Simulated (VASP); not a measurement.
# Rh (Fm-3m) in VASP: notebook, part 2 of 2

VASP 6.6.1. Earlier steps stand in the parts before.

### 6 Single point, PBE, collinear spin, ferromagnetic start

INCAR

```
SYSTEM = Rh
ALGO = Normal ; EDIFF = 1E-7
ENCUT = 520 ; GGA = PE
ISIF = 2 ; ISMEAR = -1
ISPIN = 2 ; LASPH = .TRUE.
LCHARG = .TRUE. ; LELF = .TRUE.
LMAXMIX = 4 ; LORBIT = 11
LREAL = .FALSE. ; LVHAR = .TRUE.
LWAVE = .FALSE. ; MAGMOM = 1
NBANDS = 18 ; NELM = 150
PREC = Accurate ; SIGMA = 0.05
```

KPOINTS

```
k-points
0
G
  23 23 23
  0 0 0
```

POSCAR

```
Rh
1.0
    0.0000000000      1.9152218604      1.9152218604
    1.9152218604      0.0000000000      1.9152218604
    1.9152218604      1.9152218604      0.0000000000
Rh
1
Direct
    0.0000000000      0.0000000000      0.0000000000
```

Potentials or basis: VASP PAW PBE potentials, release 64 (Rh_pv).

Started as:

```sh
$ cat potpaw_PBE.64/Rh_pv/POTCAR > POTCAR
$ mpirun -np 1 vasp_std > vasp.out
```

OUTCAR:

```text
SYSTEM = Rh
   EDIFF = 1E-7
   ENCUT = 520
   GGA = PE
   ISIF = 2
   ISMEAR = -1
   ISPIN = 2
   LASPH = .TRUE.
   LORBIT = 11
   LREAL = .FALSE.
   NELM = 150
   PREC = Accurate

 ion  position               nearest neighbor table
   1  0.000  0.000  0.000-

  LATTYP: Found a face centered cubic cell.
 ALAT       =     3.8304437208

  Lattice vectors:

 A1 = (   0.0000000000,   1.9152218604,   1.9152218604)
 A2 = (   1.9152218604,   0.0000000000,   1.9152218604)
 A3 = (   1.9152218604,   1.9152218604,   0.0000000000)

Analysis of symmetry for initial positions (statically):
=====================================================================
 Subroutine PRICEL returns:
 Original cell was already a primitive cell.

 Routine SETGRP: Setting up the symmetry group for a
 face centered cubic supercell.

 Subroutine GETGRP returns: Found 48 space group operations
 (whereof 48 operations were pure point group operations)
 out of a pool of 48 trial point group operations.

The static configuration has the point symmetry O_h .

Analysis of symmetry for dynamics (positions and initial velocities):
=====================================================================
 Subroutine PRICEL returns:
 Original cell was already a primitive cell.

 Routine SETGRP: Setting up the symmetry group for a
 face centered cubic supercell.

 Subroutine GETGRP returns: Found 48 space group operations
 (whereof 48 operations were pure point group operations)
 out of a pool of 48 trial point group operations.

The dynamic configuration has the point symmetry O_h .

Analysis of structural, dynamic, and magnetic symmetry:
=====================================================================
 Subroutine PRICEL returns:
 Original cell was already a primitive cell.

 Routine SETGRP: Setting up the symmetry group for a
 face centered cubic supercell.

 Subroutine GETGRP returns: Found 48 space group operations
 (whereof 48 operations were pure point group operations)
 out of a pool of 48 trial point group operations.

The overall configuration has the point symmetry O_h .

 Subroutine INISYM returns: Found 48 space group operations
 (whereof 48 operations are pure point group operations),
 and found     1 'primitive' translations

----------------------------------------------------------------------------------------

                                     Primitive cell

  volume of cell :      14.0504

  direct lattice vectors                    reciprocal lattice vectors
     0.000000000  1.915221860  1.915221860    -0.261066360  0.261066360  0.261066360
     1.915221860  0.000000000  1.915221860     0.261066360 -0.261066360  0.261066360
     1.915221860  1.915221860  0.000000000     0.261066360  0.261066360 -0.261066360

  length of vectors
     2.708532730  2.708532730  2.708532730     0.452180200  0.452180200  0.452180200

  position of ions in fractional coordinates (direct lattice)
     0.000000000  0.000000000  0.000000000

  ion indices of the primitive-cell ions
   primitive index   ion index
                 1           1

----------------------------------------------------------------------------------------

 KPOINTS: k-points

[... 29 lines left out ...]
  0.217391  0.000000  0.000000      8.000000
[... 16 lines left out ...]
  0.478261  0.043478  0.000000     24.000000
 -0.478261  0.043478  0.000000     24.000000
 [... further k-points ...]
   k-points           NKPTS =    364   k-points in BZ     NKDIM =    364   number of bands    NBANDS=     18
   number of dos      NEDOS =    301   number of ions     NIONS =      1
   total plane-waves  NPLWV =   8000
   dimension x,y,z NGX =    20 NGY =   20 NGZ =   20
   dimension x,y,z NGXF=    40 NGYF=   40 NGZF=   40
   ions per type =               1
   NGX,Y,Z   is equivalent  to a cutoff of  12.28, 12.28, 12.28 a.u.
   NGXF,Y,Z  is equivalent  to a cutoff of  24.55, 24.55, 24.55 a.u.
 SYSTEM =  Rh
   PREC   = accura    normal or accurate (medium, high low for compatibility)
   ISTART =      0    job   : 0-new  1-cont  2-samecut
   ICHARG =      2    charge: 1-file 2-atom 10-const
   ISPIN  =      2    spin polarized calculation?
   LNONCOLLINEAR =      F non collinear calculations
   LSORBIT =      F    spin-orbit coupling
   LASPH  =      T    aspherical Exc in radial PAW
   ENCUT  =  520.0 eV  38.22 Ry    6.18 a.u.   5.04  5.04  5.04*2*pi/ulx,y,z
   NELM   =    150;   NELMIN=  2; NELMDL= -5     # of ELM steps
   EDIFF  = 0.1E-06   stopping-criterion for ELM
   LREAL  =      F    real-space projection
   EDIFFG = 0.1E-05   stopping-criterion for IOM
   NSW    =      0    number of steps for IOM
   IBRION =     -1    ionic relax: 0-MD 1-quasi-New 2-CG
   NFREE  =      0    steps in history (QN), initial steepest desc. (CG)
   ISIF   =      2    stress and relaxation
   ISYM   =      2    0-nonsym 1-usesym 2-fastsym
   POTIM  = 0.5000    time-step for ionic-motion
   TEBEG  =    0.0;   TEEND  =   0.0 temperature during run
   PSTRESS=    0.0 pullay stress
   NELECT =      15.0000    total number of electrons
   NUPDOWN=      -1.0000    fix difference up-down
   EMIN   =  10.00;   EMAX   =-10.00  energy-range for DOS
   EFERMI =   0.00;   METHOD = LEGACY
   ISMEAR =    -1;   SIGMA  =   0.05  broadening in eV -4-tet -1-fermi 0-gaus
   EFERMI_NEDOS =   21; number of points for ismear=-14 and -15
   IALGO  =     38    algorithm
   IMIX   =      4    mixing-type and parameters
     AMIX     =   0.40;   BMIX     =  1.00
     AMIX_MAG =   1.60;   BMIX_MAG =  1.00
  volume/ion in A,a.u.               =      14.05        94.82
  Fermi-wavevector in a.u.,A,eV,Ry     =   1.673181  3.161853 38.089965  2.799533
  Thomas-Fermi vector in A             =   2.758197
   LORBIT       =     11    0 simple, 1 ext, 2 COOP (PROOUT), +10 PAW based schemes
   GGA     = PE    functional components
   LHFCALC =     F    Hartree Fock is set to
   AEXX    =    0.0000 exact exchange contribution
   IVDW    =     0    specifies the selected vdW correction
   LEPSILON=     F    determine dielectric tensor
   LRPA    =     F    only Hartree local field effects (RPA)
 spin polarized calculation
  energy-cutoff  :      520.00
  volume of cell :       14.05
 maximum number of plane-waves:       388
   NGX =  9   NGY =  9   NGZ =  9

 number of electron      15.0000003 magnetization       0.0003380

 number of electron      15.0000003 magnetization      -0.0000186

 Free energy of the ion-electron system (eV)
  ---------------------------------------------------
  ext. energy  EPLUGINS =         0.00000000
  ---------------------------------------------------
  free energy    TOTEN  =        -7.26387897 eV

  energy without entropy =       -7.25288817  energy(sigma->0) =       -7.25838357

 E-fermi :  11.5051     XC(G=0): -13.8919

 val. band max:       11.5014290719   @ k =   0.3913   0.2174   0.0435
 cond. band min:      11.5058442769   @ k =  -0.4783   0.3913   0.0000
 fundamental gap:      0.0044152050
 Fermi energy:        11.5051360321

 spin component 1

 k-point     1 :       0.0000    0.0000    0.0000
  band No.  band energies     occupation
      1     -34.8319      1.00000
      2     -34.8319      1.00000
      3     -34.8319      1.00000
      4       3.7103      1.00000
      5       8.5344      1.00000
      6       8.5344      1.00000
[... 493 lines left out ...]
     17      43.5091      0.00000
     18      49.5819      0.00000

 [... further k-points ...]

 spin component 2

 k-point     1 :       0.0000    0.0000    0.0000
  band No.  band energies     occupation
      1     -34.8319      1.00000
      2     -34.8319      1.00000
      3     -34.8319      1.00000
      4       3.7103      1.00000
      5       8.5344      1.00000
      6       8.5344      1.00000
[... 493 lines left out ...]
     17      43.5091      0.00000
     18      49.5820      0.00000

 [... further k-points ...]
[... 5 lines left out ...]
  --------------------------------------------------------------------------------------
  -------------------------------------------------------------------------------------
  Total       -0.0003045     -0.0003045     -0.0003045     -0.0000000      0.0000000     -0.0000000
  in kB       -0.0347269     -0.0347269     -0.0347269     -0.0000000      0.0000000     -0.0000000
  external PRESSURE =      -0.0347269 kB  Pullay stress =       0.0000000 kB

 VOLUME and BASIS-vectors are now :
 -----------------------------------------------------------------------------
  energy-cutoff  :      520.00
  volume of cell :       14.05
      direct lattice vectors                 reciprocal lattice vectors
     0.000000000  1.915221860  1.915221860    -0.261066360  0.261066360  0.261066360
     1.915221860  0.000000000  1.915221860     0.261066360 -0.261066360  0.261066360
     1.915221860  1.915221860  0.000000000     0.261066360  0.261066360 -0.261066360

 POSITION                                       TOTAL-FORCE (eV/Angst)
 -----------------------------------------------------------------------------------
      0.00000      0.00000      0.00000         0.000000      0.000000      0.000000
 -----------------------------------------------------------------------------------
    total drift:                               -0.000000      0.000000      0.000000

  FREE ENERGIE OF THE ION-ELECTRON SYSTEM (eV)
  ---------------------------------------------------
  free  energy   TOTEN  =        -7.2638789717 eV

  energy  without entropy=       -7.2528881722  energy(sigma->0) =       -7.25838357

 total charge

# of ion       s       p       d       tot
------------------------------------------
    1        0.403   6.286   7.059  13.749

 magnetization (x)

# of ion       s       p       d       tot
------------------------------------------
    1        0.000   0.000  -0.000  -0.000
```

OSZICAR:

```text
N       E                     dE             d eps       ncg     rms          rms(c)
DAV:   1     0.132050175877E+03    0.13205E+03   -0.82493E+03 26456   0.927E+02
DAV:   2    -0.509062520452E+01   -0.13714E+03   -0.12969E+03 28128   0.295E+02
DAV:   3    -0.766399265921E+01   -0.25734E+01   -0.25589E+01 29928   0.426E+01
DAV:   4    -0.767265102521E+01   -0.86584E-02   -0.86576E-02 28888   0.250E+00
DAV:   5    -0.767270146514E+01   -0.50440E-04   -0.50440E-04 28512   0.171E-01    0.102E+01
DAV:   6    -0.727559164097E+01    0.39711E+00   -0.50372E-01 27276   0.968E+00    0.339E+00
DAV:   7    -0.726607786457E+01    0.95138E-02   -0.18748E-02 28170   0.149E+00    0.170E+00
DAV:   8    -0.726410959858E+01    0.19683E-02   -0.21001E-03 28080   0.477E-01    0.941E-01
DAV:   9    -0.726379845505E+01    0.31114E-03   -0.67125E-04 28240   0.285E-01    0.134E-01
DAV:  10    -0.726386540085E+01   -0.66946E-04   -0.46388E-05 28010   0.717E-02    0.448E-02
DAV:  11    -0.726387823770E+01   -0.12837E-04   -0.64144E-06 27954   0.276E-02    0.105E-02
DAV:  12    -0.726387948632E+01   -0.12486E-05   -0.55127E-07 28144   0.833E-03    0.367E-03
DAV:  13    -0.726387925579E+01    0.23053E-06   -0.94196E-08 23768   0.280E-03    0.225E-03
DAV:  14    -0.726387902011E+01    0.23568E-06   -0.21711E-08 14260   0.160E-03    0.607E-04
DAV:  15    -0.726387897171E+01    0.48405E-07   -0.11508E-09 13910   0.371E-04
   1 F= -.72638790E+01 E0= -.72583836E+01  d E =-.109908E-01  mag=    -0.0000
```

Run time: 1.8 min. Hardware: 1 thread of Intel Xeon Platinum 8488C (Sapphire Rapids), shared host; peak memory 0.24 GiB.

What came out:

| Quantity | Value |
| --- | --- |
| Free energy | -7.2639 eV |
| Pressure | 0.0 GPa |
| Net moment | 0.00 μB per cell |
| Valence electrons inside the program's atomic spheres | Rh 13.75 |

### 7 Overview

| spin | cell | k mesh | smearing | gap on the mesh (eV) | pressure (GPa) |
| --- | --- | --- | --- | --- | --- |
| off | a = 2.710 Å, angles 60.0°, 1 atom | 14 × 14 × 14 | methfessel-paxton 0.01 eV | none | -0.4 |
| off | a = 2.710 Å, angles 60.0°, 1 atom | 14 × 14 × 14 | methfessel-paxton 0.03 eV | none | -0.3 |
| off | a = 2.710 Å, angles 60.0°, 1 atom | 14 × 14 × 14 | methfessel-paxton 0.1 eV | none | -0.3 |
| collinear, ferromagnetic start | a = 2.709 Å, angles 60.0°, 1 atom | 23 × 23 × 23 | fermi-dirac 0.05 eV | none | 0.0 |

Alike in all rows: task single point; level PBE; potentials or basis VASP PAW PBE potentials, release 64 (Rh_pv); cutoff (eV) 520.

Every run on the cell as given and a fine mesh finds a metal.

Total energies depend on the potentials used, so only differences within one code and one set of settings carry meaning.
